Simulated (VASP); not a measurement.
**MgS (pbe): single point with PBE**

Crystal: MgS (pbe).

```
Mg S
1.0
     0.00000    2.61509    2.61509
     2.61509    0.00000    2.61509
     2.61509    2.61509    0.00000
Mg S
1 1
Cartesian
  0.0000 0.0000 0.0000
  2.6151 2.6151 2.6151
```

```yaml
Program: VASP 6.6.1
Task: single point
Functional: PBE
Potentials_or_basis: VASP PAW PBE potentials, release 64 (Mg, S)
Cutoff: 520 eV
k_mesh: 6 × 6 × 6
Occupations: gaussian, width 0.02 eV
Spin: no spin polarisation
```

| Property | Result |
| --- | --- |
| Pressure | -0.3 GPa |
| Band gap on the k mesh | 2.74 eV, indirect (least direct gap 3.59 eV) |

Levels at points of the mesh, in eV from the valence-band top:
```
           k point  band 1  band 2  band 3  band 4  band 5  band 6  band 7  band 8
(0.00, 0.00, 0.00)  -12.58    0.00    0.00    0.00    3.59    7.96    7.96    7.96
(0.50, 0.00, 0.00)  -11.31   -4.75   -0.57   -0.57    4.52    6.89    6.89    9.94
(0.50, 0.50, 0.00)  -10.95   -4.11   -1.65   -1.65    2.74    4.44   11.85   12.77
```

Wall time 8.1 s on 1 thread of Intel(R) Xeon(R) Platinum 8488C (Sapphire Rapids) (shared host), peak memory 0.15 GiB.

A k mesh can miss the band edges. As with any semilocal functional, this PBE gap is likely too small.
